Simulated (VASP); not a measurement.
CdI2, 3 atoms in the cell. The structure is trigonal, space group P-3m1 (No. 164). Conventional cell: a = 4.065 Å, b = 4.065 Å, c = 6.716 Å, α = 90.00°, β = 90.00°, γ = 120.00°. Within 3.8 Å of Cd (site symmetry -3m) lie 6 I at 2.86 Å. I (site symmetry 3m) has 3 Cd at 2.86 Å within 3.8 Å.  This cell differs from its parent crystal: Mg replaced by Cd, lengths x 1.004, strained.

| Item | Value |
| --- | --- |
| Program | VASP 6.6.1 |
| Task | single point |
| Functional | PBEsol |
| Potentials or basis | VASP PAW PBE potentials, release 64 (Cd, I) |
| Cutoff | 500 eV |
| k mesh | 9 × 9 × 4 |
| Occupations | gaussian, width 0.02 eV |
| Spin | no spin polarisation |
| Dipole correction | no |
| Further INCAR settings | ALGO = Normal; EDIFF = 1e-06; NBANDS = 20 |

Potentials or basis: VASP PAW PBE potentials, release 64 (Cd, I).

Run with:

```bash
$ cat potpaw_PBE.64/Cd/POTCAR potpaw_PBE.64/I/POTCAR > POTCAR
$ mpirun -np 1 vasp_std > vasp.out
```

Hardware: 1 thread of AMD EPYC 7R13, on a shared host.

Task: Estimate the wall time of this run.

Result: It took 110 s on 1 thread of AMD EPYC 7R13 (shared host), peak memory 0.22 GiB. Counts: scf iterations 11, k points 43.
